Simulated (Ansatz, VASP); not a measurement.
## Sb in VASP and in Ansatz

INCAR

```
SYSTEM = Sb
ALGO = Normal
EDIFF = 1E-6
ENCUT = 520
ISIF = 2
ISMEAR = -1
LASPH = .True.
LCHARG = .True.
LELF = .True.
LREAL = .False.
LVHAR = .True.
LWAVE = .False.
NBANDS = 8
NELM = 100
PREC = Accurate
SIGMA = 0.1
```

KPOINTS

```
k-points
0
Gamma
  13 13 13
  0 0 0
```

The input POSCAR:

```
Sb
1.0
   -1.9261586496      1.9261586496      1.9261586496
    1.9261586496     -1.9261586496      1.9261586496
    1.9261586496      1.9261586496     -1.9261586496
Sb
1
Direct
    0.0000000000      0.0000000000      0.0000000000
```

Input for Ansatz:

```yaml
crystal:
  lattice:
    - [-1.9261586496, 1.9261586496, 1.9261586496]
    - [1.9261586496, -1.9261586496, 1.9261586496]
    - [1.9261586496, 1.9261586496, -1.9261586496]
  atoms:
    - { symbol: Sb, position: [0.0, 0.0, 0.0] }
hamiltonian:
  xc: lda
  pseudopotentials:
    kind: paw
    azcp:
      Sb: "pseudopotentials/Sb.paw.azcp"
basis:
  ecutwfc: 420
  fft_grid_basis: typed
kpoints:
  mp_grid: { grid: [13, 13, 13], shift: [0, 0, 0] }
magnetization:
  spin_polarized: false
scf:
  occupations: { method: fermi_dirac, width: 0.1 }
  lower_state_search: "off"
output:
  stress: true
```

Alike in both runs: task single point; functional LDA; k mesh 13 × 13 × 13; occupations fermi-dirac, width 0.1 eV; no spin polarisation.

```csv
,VASP,Ansatz
version,VASP 6.6.1,Ansatz 0.2.0
potentials or method,"VASP PAW LDA potentials, release 64 (Sb), cutoff 520 eV","plane waves (420 eV) with PAW, scalar-relativistic"
valence electrons in the cell,5,15
```

|  | VASP | Ansatz | Ansatz less VASP |
| --- | --- | --- | --- |
| pressure (GPa) | -6.3 | -6.3 | -0.01 |

Ansatz warns that its potentials were made for another functional, while VASP's fit it. LDA's correlation is that of Perdew and Zunger in VASP and of Perdew and Wang (1992) in Ansatz. VASP's potentials hold 5 valence electrons a cell and Ansatz's 15, so a difference there can come from the potentials and not from the codes.

Spin-orbit coupling is off throughout.
